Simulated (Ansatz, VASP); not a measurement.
## One calculation of Os2I, two programs

```
Os I
1.0
     5.63345    0.00000    0.00000
     0.00000    5.63345    0.00000
     0.00000    0.00000    5.63345
Os I
4 2
Direct
  0.25000 0.25000 0.25000
  0.25000 0.75000 0.75000
  0.75000 0.75000 0.25000
  0.75000 0.25000 0.75000
  0.00000 0.00000 0.00000
  0.50000 0.50000 0.50000
```

Alike in both runs: functional PBE; k mesh 8 × 8 × 8; occupations gaussian, width 0.1 eV; no spin polarisation.

Ansatz relaxed the structure, and its values are those at the end. VASP's run is a single point on that final structure, the one shown.

|  | VASP | Ansatz |
| --- | --- | --- |
| version | VASP 6.6.1 | Ansatz 0.2.0 |
| potentials or method | VASP PAW PBE potentials, release 64 (Os, I), cutoff 520 eV | scalar-relativistic, plane waves, PAW |
| valence electrons in the cell | 46 | 98 |

Ansatz gave:

```
gap on the k mesh at the Fermi level (eV) : none
pressure (GPa)                            : 0.0
```

**Question.** Which values does VASP return?

**Answer.** gap on the k mesh at the Fermi level (eV): none; pressure (GPa): 0.1.

A gap of «none» marks a metal or a gap that the smearing closes. VASP's potentials hold 46 valence electrons a cell and Ansatz's 98, so a difference there can come from the potentials and not from the codes.

Spin-orbit coupling is off throughout.
